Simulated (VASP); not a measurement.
Input of a VASP 6.6.1 run:

INCAR

```
SYSTEM = HfO2
PREC = Accurate ; ENCUT = 520
EDIFF = 1E-7 ; ISMEAR = 0
SIGMA = 0.05 ; LREAL = .False.
LASPH = .True. ; NELM = 60
ALGO = Normal ; ISIF = 2
LWAVE = .False. ; LCHARG = .False.
GGA = PS ; NBANDS = 31
```

Contents of KPOINTS:

```
regular mesh
0
Gamma
  6 6 6
  0 0 0
```

The input POSCAR:

```
HfO2
1.0
    0.0000000000     -2.5220673945     -2.5220673945
    0.0000000000      2.5220673945     -2.5220673945
    5.0441347890      0.0000000000      0.0000000000
Hf O
2 4
Direct
    0.0000000000      0.0000000000      0.0000000000
    0.5000000000      0.5000000000      0.5000000000
    0.0000000000      0.5000000000      0.7339813955
    0.5000000000      0.0000000000      0.2660186045
    0.0000000000      0.5000000000      0.2339813955
    0.5000000000      0.0000000000      0.7660186045
```

Potentials or basis: VASP PAW PBE potentials, release 64 (Hf_pv, O).

Launch:

```sh
$ cat potpaw_PBE.64/Hf_pv/POTCAR potpaw_PBE.64/O/POTCAR > POTCAR
$ mpirun -np 1 vasp_std > vasp.out
```

(1) Estimate the band gap on the k mesh.

(2) Estimate the largest force.

(3) Predict the pressure.

## Answers

(1) 3.90 eV.

(2) 0.196 eV/Å.

(3) -3.2 GPa.

Caveat: the cell differs from its parent crystal (atoms displaced along a vibrational mode); the cell stands under tension; the PAW data sets were made with another functional, which shifts forces and pressure a little; spin-orbit coupling is left out, which moves the levels of the heavy elements.
